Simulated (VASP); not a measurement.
Wanted: the native input for a VASP 6.6.1 run.

| Property | Result |
| --- | --- |
| Task | single point |
| Functional | PBE |
| Potentials or basis | VASP PAW PBE potentials, release 64 (Ga_d) |
| Cutoff | 520 eV |
| k mesh | 10 × 10 × 10 |
| Occupations | fermi-dirac, width 0.05 eV |
| Spin | non-collinear spin, zero start, spin-orbit coupling |
| Starting moments | [[0.0, 0.0, 0.0]] μB |
| Dipole correction | no |
| Further INCAR settings | ALGO = Normal; EDIFF = 1e-07; NBANDS = 24 |

The structure of Ga lies in POSCAR:

```
Ga
1.0
   -1.3843987196      1.3843987196      2.3112238365
    1.3843987196     -1.3843987196      2.3112238365
    1.3843987196      1.3843987196     -2.3112238365
Ga
1
Direct
    0.0000000000      0.0000000000      0.0000000000
```

One way to write it, as run:

INCAR

```
PREC = Accurate ; ENCUT = 520
EDIFF = 1E-7 ; ISMEAR = -1
SIGMA = 0.05 ; LREAL = False
LASPH = True ; NELM = 150
ALGO = Normal ; ISIF = 2
LWAVE = False ; LCHARG = False
MAGMOM = 0 0 0 ; LORBIT = 11
LSORBIT = True ; GGA_COMPAT = False
LORBMOM = True ; GGA = PE
NBANDS = 24
```

KPOINTS

```
regular mesh
0
Gamma
  10 10 10
```

Potentials or basis: VASP PAW PBE potentials, release 64 (Ga_d).

Run with:

```console
$ cat potpaw_PBE.64/Ga_d/POTCAR > POTCAR
$ mpirun -np 1 vasp_ncl > vasp.out
```

It gave:

```yaml
Pressure: 4.0 GPa
Net_moment: 0.00 μB per cell
Valence_electrons_inside_the_program's_atomic_spheres: Ga 11.56
```

Wall time 52 s on 1 thread of Intel(R) Xeon(R) Platinum 8488C (Sapphire Rapids), on a shared host, peak memory 0.23 GiB.
